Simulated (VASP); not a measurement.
# Mn3Sb (Fm-3m) in VASP: further runs

The runs below take Mn3Sb through single point, with BLYP, LDA, PBEsol.

Everything below comes from runs of VASP 6.6.1. Logs are shortened: lines on timing, memory, paths and dates and some standing lists are left out, and cuts for length are marked.

## (1) The cell of the first run

It takes space group Fm-3m (No. 225, cubic). The conventional cell has a = 5.988 Å, b = 5.988 Å, c = 5.988 Å, α = 90.00°, β = 90.00°, γ = 90.00°. Mn (site symmetry -43m) has 4 Sb at 2.59 Å and 10 Mn at 2.59 to 2.99 Å within 3.4 Å. Mn (site symmetry m-3m) has 8 Mn at 2.59 Å and 6 Sb at 2.99 Å within 3.4 Å. Sb (site symmetry m-3m) has 14 Mn at 2.59 to 2.99 Å within 3.4 Å.

## (2) Single point, BLYP, collinear spin, ferromagnetic start

File INCAR:

```
PREC = Accurate
ENCUT = 520
EDIFF = 1E-6
ISMEAR = -1
SIGMA = 0.1
LREAL = False
LASPH = True
NELM = 150
ALGO = Normal
ISIF = 2
LWAVE = False
LCHARG = False
ISPIN = 2
MAGMOM = 2.8 2.8 2.8 0
LORBIT = 11
LMAXMIX = 4
GGA = B5
ALDAX = 1.0
AGGAX = 1.0
AGGAC = 1.0
ALDAC = 0.0
NBANDS = 34
```

File KPOINTS:

```
Automatic mesh
0
Gamma
  7 7 7
```

File POSCAR:

```
Mn3Sb
1.0
    0.0000000000      2.9941220000      2.9941220000
    2.9941220000      0.0000000000      2.9941220000
    2.9941220000      2.9941220000      0.0000000000
Mn Sb
3 1
Direct
    0.7500000000      0.7500000000      0.7500000000
    0.2500000000      0.2500000000      0.2500000000
    0.0000000000      0.0000000000      0.0000000000
    0.5000000000      0.5000000000      0.5000000000
```

Potentials or basis: VASP PAW PBE potentials, release 64 (Mn_pv, Sb).

Started as:

```sh
> cat potpaw_PBE.64/Mn_pv/POTCAR potpaw_PBE.64/Sb/POTCAR > POTCAR
> mpirun -np 1 vasp_std > vasp.out
```

OUTCAR:

```text
PREC = Accurate
   ENCUT = 520
   EDIFF = 1E-6
   ISMEAR = -1
   LREAL = False
   LASPH = True
   NELM = 150
   ISIF = 2
   ISPIN = 2
   LORBIT = 11
   GGA = B5

 ion  position               nearest neighbor table
   1  0.750  0.750  0.750-   4 2.59   4 2.59   3 2.59   3 2.59   4 2.59   3 2.59   4 2.59   3 2.59
                             2 2.99   2 2.99   2 2.99   2 2.99   2 2.99   2 2.99
   2  0.250  0.250  0.250-   3 2.59   3 2.59   4 2.59   4 2.59   4 2.59   4 2.59   3 2.59   3 2.59
                             1 2.99   1 2.99   1 2.99   1 2.99   1 2.99   1 2.99
   3  0.000  0.000  0.000-   1 2.59   1 2.59   2 2.59   2 2.59   2 2.59   2 2.59   1 2.59   1 2.59
                             4 2.99   4 2.99   4 2.99   4 2.99   4 2.99   4 2.99
   4  0.500  0.500  0.500-   2 2.59   2 2.59   1 2.59   1 2.59   2 2.59   1 2.59   2 2.59   1 2.59
                             3 2.99   3 2.99   3 2.99   3 2.99   3 2.99   3 2.99

  LATTYP: Found a face centered cubic cell.
 ALAT       =     5.9882440000

  Lattice vectors:

 A1 = (   0.0000000000,   2.9941220000,   2.9941220000)
 A2 = (   2.9941220000,   0.0000000000,   2.9941220000)
 A3 = (   2.9941220000,   2.9941220000,   0.0000000000)

Analysis of symmetry for initial positions (statically):
=====================================================================
 Subroutine PRICEL returns:
 Original cell was already a primitive cell.

 Routine SETGRP: Setting up the symmetry group for a
 face centered cubic supercell.

 Subroutine GETGRP returns: Found 48 space group operations
[... 9 lines left out ...]

 Routine SETGRP: Setting up the symmetry group for a
 face centered cubic supercell.

 Subroutine GETGRP returns: Found 48 space group operations
 (whereof 48 operations were pure point group operations)
 out of a pool of 48 trial point group operations.

The dynamic configuration has the point symmetry O_h .

Analysis of structural, dynamic, and magnetic symmetry:
=====================================================================
 Subroutine PRICEL returns:
 Original cell was already a primitive cell.

 Routine SETGRP: Setting up the symmetry group for a
 face centered cubic supercell.

 Subroutine GETGRP returns: Found 48 space group operations
 (whereof 48 operations were pure point group operations)
 out of a pool of 48 trial point group operations.

The overall configuration has the point symmetry O_h .

 Subroutine INISYM returns: Found 48 space group operations
[... 5 lines left out ...]
                                     Primitive cell

  volume of cell :      53.6832

  direct lattice vectors                    reciprocal lattice vectors
     0.000000000  2.994122000  2.994122000    -0.166993863  0.166993863  0.166993863
     2.994122000  0.000000000  2.994122000     0.166993863 -0.166993863  0.166993863
     2.994122000  2.994122000  0.000000000     0.166993863  0.166993863 -0.166993863

  length of vectors
     4.234327940  4.234327940  4.234327940     0.289241856  0.289241856  0.289241856

  position of ions in fractional coordinates (direct lattice)
     0.750000000  0.750000000  0.750000000
     0.250000000  0.250000000  0.250000000
     0.000000000  0.000000000  0.000000000
     0.500000000  0.500000000  0.500000000

  ion indices of the primitive-cell ions
   primitive index   ion index
                 1           1
                 2           2
                 3           3
                 4           4

----------------------------------------------------------------------------------------

 KPOINTS: Automatic mesh

Automatic generation of k-mesh.
 Grid dimensions read from file:
 generate k-points for:    7    7    7

 Generating k-lattice:

  Cartesian coordinates                     Fractional coordinates (reciprocal lattice)
    -0.023856266  0.023856266  0.023856266     0.142857143  0.000000000  0.000000000
     0.023856266 -0.023856266  0.023856266     0.000000000  0.142857143  0.000000000
     0.023856266  0.023856266 -0.023856266     0.000000000  0.000000000  0.142857143

  Length of vectors
     0.041320265  0.041320265  0.041320265

  Shift w.r.t. Gamma in fractional coordinates (k-lattice)
     0.000000000  0.000000000  0.000000000

 Subroutine IBZKPT returns following result:
 ===========================================

 Found     20 irreducible k-points:

 Following reciprocal coordinates:
            Coordinates               Weight
  0.000000  0.000000  0.000000      1.000000
  0.142857  0.000000  0.000000      8.000000
  0.285714  0.000000  0.000000      8.000000
  0.428571  0.000000  0.000000      8.000000
  0.142857  0.142857  0.000000      6.000000
  0.285714  0.142857  0.000000     24.000000
[... 12 lines left out ...]
 -0.428571  0.428571  0.142857     24.000000
 -0.285714  0.428571  0.142857     24.000000
   k-points           NKPTS =     20   k-points in BZ     NKDIM =     20   number of bands    NBANDS=     34
   number of dos      NEDOS =    301   number of ions     NIONS =      4
   total plane-waves  NPLWV =  32768
   dimension x,y,z NGX =    32 NGY =   32 NGZ =   32
   dimension x,y,z NGXF=    64 NGYF=   64 NGZF=   64
   ions per type =               3   1
   NGX,Y,Z   is equivalent  to a cutoff of  12.56, 12.56, 12.56 a.u.
   NGXF,Y,Z  is equivalent  to a cutoff of  25.13, 25.13, 25.13 a.u.
 SYSTEM =  unknown system
   PREC   = accura    normal or accurate (medium, high low for compatibility)
   ISTART =      0    job   : 0-new  1-cont  2-samecut
   ICHARG =      2    charge: 1-file 2-atom 10-const
   ISPIN  =      2    spin polarized calculation?
   LNONCOLLINEAR =      F non collinear calculations
   LSORBIT =      F    spin-orbit coupling
   LASPH  =      T    aspherical Exc in radial PAW
   ENCUT  =  520.0 eV  38.22 Ry    6.18 a.u.   7.87  7.87  7.87*2*pi/ulx,y,z
   NELM   =    150;   NELMIN=  2; NELMDL= -5     # of ELM steps
   EDIFF  = 0.1E-05   stopping-criterion for ELM
   LREAL  =      F    real-space projection
   EDIFFG = 0.1E-04   stopping-criterion for IOM
   NSW    =      0    number of steps for IOM
   IBRION =     -1    ionic relax: 0-MD 1-quasi-New 2-CG
   NFREE  =      0    steps in history (QN), initial steepest desc. (CG)
   ISIF   =      2    stress and relaxation
   ISYM   =      2    0-nonsym 1-usesym 2-fastsym
   POTIM  = 0.5000    time-step for ionic-motion
   TEBEG  =    0.0;   TEEND  =   0.0 temperature during run
   PSTRESS=    0.0 pullay stress
   NELECT =      44.0000    total number of electrons
   NUPDOWN=      -1.0000    fix difference up-down
   EMIN   =  10.00;   EMAX   =-10.00  energy-range for DOS
   EFERMI =   0.00;   METHOD = LEGACY
   ISMEAR =    -1;   SIGMA  =   0.10  broadening in eV -4-tet -1-fermi 0-gaus
   EFERMI_NEDOS =   21; number of points for ismear=-14 and -15
   IALGO  =     38    algorithm
   IMIX   =      4    mixing-type and parameters
     AMIX     =   0.40;   BMIX     =  1.00
     AMIX_MAG =   1.60;   BMIX_MAG =  1.00
  volume/ion in A,a.u.               =      13.42        90.57
  Fermi-wavevector in a.u.,A,eV,Ry     =   1.532073  2.895199 31.936259  2.347249
  Thomas-Fermi vector in A             =   2.639330
   LORBIT       =     11    0 simple, 1 ext, 2 COOP (PROOUT), +10 PAW based schemes
   GGA     = B5    functional components
   LHFCALC =     F    Hartree Fock is set to
   AEXX    =    0.0000 exact exchange contribution
   IVDW    =     0    specifies the selected vdW correction
   LEPSILON=     F    determine dielectric tensor
   LRPA    =     F    only Hartree local field effects (RPA)
 spin polarized calculation
  energy-cutoff  :      520.00
  volume of cell :       53.68
 maximum number of plane-waves:      1464
   NGX = 15   NGY = 15   NGZ = 15

 number of electron      43.9999956 magnetization       2.0306400

 Free energy of the ion-electron system (eV)
  ---------------------------------------------------
  ext. energy  EPLUGINS =         0.00000000
  ---------------------------------------------------
  free energy    TOTEN  =       -25.94416353 eV

  energy without entropy =      -25.85137420  energy(sigma->0) =      -25.89776887

 E-fermi :  11.6923     XC(G=0): -12.3254

 val. band max:       11.6818777942   @ k =  -0.4286   0.4286   0.0000
 cond. band min:      11.6925396718   @ k =  -0.2857   0.4286   0.1429
 fundamental gap:      0.0106618776
 Fermi energy:        11.6923004837

 spin component 1

 k-point     1 :       0.0000    0.0000    0.0000
  band No.  band energies     occupation
      1     -37.6271      1.00000
      2     -37.6271      1.00000
      3     -37.6271      1.00000
      4     -35.7161      1.00000
      5     -35.7161      1.00000
      6     -35.7161      1.00000
[... 26 lines left out ...]
     33      19.1564      0.00000
     34      19.1564      0.00000
[... 671 lines left out ...]
      3     -37.6270      1.00000
      4     -35.7273      1.00000
      5     -35.7174      1.00000
      6     -35.6939      1.00000
[... 26 lines left out ...]
     33      21.7407      0.00000
     34      22.1939      0.00000
 Fermi energy:        11.6923004837

 spin component 2

 k-point     1 :       0.0000    0.0000    0.0000
  band No.  band energies     occupation
      1     -36.1057      1.00000
      2     -36.1057      1.00000
      3     -36.1057      1.00000
      4     -36.0644      1.00000
      5     -36.0644      1.00000
      6     -36.0644      1.00000
[... 26 lines left out ...]
     33      19.3623      0.00000
     34      19.3623      0.00000
[... 672 lines left out ...]
      4     -36.0805      1.00000
      5     -36.0520      1.00000
      6     -36.0478      1.00000
[... 26 lines left out ...]
     33      21.9677      0.00000
     34      22.2054      0.00000

------------------------ aborting loop because EDIFF is reached ----------------------------------------

  FORCE on cell =-STRESS in cart. coord.  units (eV):
  Direction    XX          YY          ZZ          XY          YZ          ZX
  --------------------------------------------------------------------------------------
  -------------------------------------------------------------------------------------
  Total        2.5739699      2.5739699      2.5739699     -0.0000000      0.0000000     -0.0000000
  in kB       76.8202255     76.8202255     76.8202255     -0.0000000      0.0000000     -0.0000000
  external PRESSURE =      76.8202255 kB  Pullay stress =       0.0000000 kB

 VOLUME and BASIS-vectors are now :
 -----------------------------------------------------------------------------
  energy-cutoff  :      520.00
  volume of cell :       53.68
      direct lattice vectors                 reciprocal lattice vectors
     0.000000000  2.994122000  2.994122000    -0.166993863  0.166993863  0.166993863
     2.994122000  0.000000000  2.994122000     0.166993863 -0.166993863  0.166993863
     2.994122000  2.994122000  0.000000000     0.166993863  0.166993863 -0.166993863

 POSITION                                       TOTAL-FORCE (eV/Angst)
 -----------------------------------------------------------------------------------
      4.49118      4.49118      4.49118        -0.000000     -0.000000      0.000000
      1.49706      1.49706      1.49706         0.000000      0.000000     -0.000000
      0.00000      0.00000      0.00000        -0.000000      0.000000     -0.000000
      2.99412      2.99412      2.99412        -0.000000      0.000000     -0.000000
 -----------------------------------------------------------------------------------
    total drift:                               -0.000000     -0.000000      0.000000

  FREE ENERGIE OF THE ION-ELECTRON SYSTEM (eV)
  ---------------------------------------------------
  free  energy   TOTEN  =       -25.9441635314 eV

  energy  without entropy=      -25.8513742028  energy(sigma->0) =      -25.89776887

 total charge

# of ion       s       p       d       tot
------------------------------------------
    1        0.296   6.293   5.345  11.934
    2        0.296   6.293   5.345  11.934
    3        0.332   6.288   5.120  11.740
    4        1.079   1.387   0.139   2.604
--------------------------------------------------
tot          2.003  20.261  15.948  38.212

 magnetization (x)

# of ion       s       p       d       tot
------------------------------------------
    1       -0.006  -0.012  -0.391  -0.409
    2       -0.006  -0.012  -0.391  -0.409
    3        0.023   0.025   2.715   2.762
    4        0.019   0.020  -0.007   0.033
--------------------------------------------------
tot          0.030   0.020   1.926   1.977
```

Wall time 79 s (1 thread of Intel Xeon Platinum 8488C (Sapphire Rapids), shared host); peak memory 0.23 GiB.

Results:

```
Free energy                                           : -25.9442 eV
Pressure                                              : 7.7 GPa
Band gap on the k mesh                                : zero (filled and empty bands overlap)
Net moment                                            : 2.03 μB per cell
Site moments                                          : Mn -0.41, +2.76; Sb +0.03 μB
Valence electrons inside the program's atomic spheres : Mn 11.93, 11.74; Sb 2.60
```

Caveat: the PAW data sets were made with another functional, which shifts forces and pressure a little; spin-orbit coupling is left out, which moves the levels of the heavy elements; only a ferromagnetic start was run, and an antiferromagnetic order may lie lower in energy.

## (3) Single point, LDA, collinear spin, ferromagnetic start

File INCAR:

```
SYSTEM = Mn3Sb
ALGO     = Normal         ! electronic algorithm
EDIFF    = 1E-6           ! SCF threshold, eV
ENCUT    = 520            ! plane-wave cutoff, eV
GGA      = CA             ! functional
ISIF     = 2              ! what is computed and relaxed
ISMEAR   = -1             ! smearing method
ISPIN    = 2              ! spin polarisation
LASPH    = .True.         ! aspherical terms in the spheres
LCHARG   = .False.        ! write CHGCAR
LMAXMIX  = 4              ! l up to which the mixer works
LORBIT   = 11             ! projections on sites
LREAL    = .False.        ! projectors in reciprocal space
LWAVE    = .False.        ! write WAVECAR
MAGMOM   = 2.8 2.8 2.8 0  ! initial moments
NBANDS   = 34             ! bands
NELM     = 150            ! most SCF steps
PREC     = Accurate       ! precision mode
SIGMA    = 0.1            ! smearing width, eV
```

File KPOINTS:

```
k-points
0
Gamma
  7 7 7
  0 0 0
```

POSCAR is that of step 2.

Potentials or basis: VASP PAW LDA potentials, release 64 (Mn_pv, Sb).

Started as:

```sh
> cat potpaw_LDA.64/Mn_pv/POTCAR potpaw_LDA.64/Sb/POTCAR > POTCAR
> mpirun -np 1 vasp_std > vasp.out
```

Run time: 49 s. Hardware: 1 thread of Intel Xeon Platinum 8488C (Sapphire Rapids), shared host; peak memory 0.19 GiB.

The run converged. Its results:

| Property | Result |
| --- | --- |
| Free energy | -34.4830 eV |
| Pressure | -14.7 GPa |
| Net moment | 2.07 μB per cell |
| Site moments | Mn -0.34, +2.65; Sb +0.03 μB |
| Valence electrons inside the program's atomic spheres | Mn 11.89, 11.71; Sb 2.58 |

Levels at points of the mesh, in eV from the Fermi level:
Spin up:
| k point | band 21 | band 22 | band 23 | band 24 | band 25 | band 26 |
| --- | --- | --- | --- | --- | --- | --- |
| (0.00, 0.00, 0.00) | 0.33 | 0.33 | 0.33 | 0.76 | 0.76 | 1.38 |
Spin down:
```tsv
k point	band 18	band 19	band 20	band 21	band 22	band 23	band 24	band 25
(0.00, 0.00, 0.00)	-1.32	0.13	0.13	0.13	0.59	0.59	1.30	1.30
```

Caveat: spin-orbit coupling is left out, which moves the levels of the heavy elements; only a ferromagnetic start was run, and an antiferromagnetic order may lie lower in energy.

## (4) Single point, PBEsol, collinear spin, ferromagnetic start

File INCAR:

```
SYSTEM = Mn3Sb
ALGO = Normal
EDIFF = 1E-7
ENCUT = 520
GGA = PS
ISIF = 2
ISMEAR = -1
ISPIN = 2
LASPH = .True.
LCHARG = .False.
LMAXMIX = 4
LORBIT = 11
LREAL = .False.
LWAVE = .False.
MAGMOM = 2.8 2.8 2.8 0
NBANDS = 34
NELM = 150
PREC = Accurate
SIGMA = 0.1
```

KPOINTS is that of step 3.

POSCAR is that of step 3.

Potentials or basis: VASP PAW PBE potentials, release 64 (Mn_pv, Sb).

Started as:

```sh
> cat potpaw_PBE.64/Mn_pv/POTCAR potpaw_PBE.64/Sb/POTCAR > POTCAR
> mpirun -np 1 vasp_std > vasp.out
```

It took 83 s on 1 thread of Intel Xeon Platinum 8488C (Sapphire Rapids), shared host; peak memory 0.21 GiB.

Results (log left out):

```
Free energy                                           : -33.3459 eV
Pressure                                              : -8.3 GPa
Band gap on the k mesh                                : zero (filled and empty bands overlap)
Net moment                                            : 2.02 μB per cell
Site moments                                          : Mn -0.47, +2.87; Sb +0.03 μB
Valence electrons inside the program's atomic spheres : Mn 11.88, 11.69; Sb 2.56
```

Levels at points of the mesh, in eV from the Fermi level:
Spin up:
```tsv
k point	band 19	band 20	band 21	band 22	band 23	band 24	band 25	band 26	band 27	band 28
(0.00, 0.00, 0.00)	-0.57	-0.57	0.39	0.39	0.39	0.77	0.77	1.32	3.58	3.58
```
Spin down:
```csv
k point,band 18,band 19,band 20,band 21,band 22,band 23,band 24,band 25
"(0.00, 0.00, 0.00)",-1.32,0.01,0.01,0.01,0.58,0.58,1.54,1.54
```

Caveat: the PAW data sets were made with another functional, which shifts forces and pressure a little; spin-orbit coupling is left out, which moves the levels of the heavy elements; only a ferromagnetic start was run, and an antiferromagnetic order may lie lower in energy.

## (5) Summary

| level | potentials or basis | gap on the mesh (eV) | pressure (GPa) | moment (μB) |
| --- | --- | --- | --- | --- |
| BLYP | VASP PAW PBE potentials, release 64 (Mn_pv, Sb) | none | 7.7 | 2.03 |
| LDA | VASP PAW LDA potentials, release 64 (Mn_pv, Sb) | none | -14.7 | 2.07 |
| PBEsol | VASP PAW PBE potentials, release 64 (Mn_pv, Sb) | none | -8.3 | 2.02 |

Alike in all rows: task single point; spin collinear, ferromagnetic start; cell as given; k mesh 7 × 7 × 7; cutoff (eV) 520; smearing fermi-dirac 0.1 eV.

Caveats: spin-orbit coupling is left out, which moves the levels of the heavy elements; only a ferromagnetic start was run, and an antiferromagnetic order may lie lower in energy; the PAW data sets were made with another functional, which shifts forces and pressure a little (some runs).

Total energies depend on the potentials used, so only differences within one code and one set of settings carry meaning.
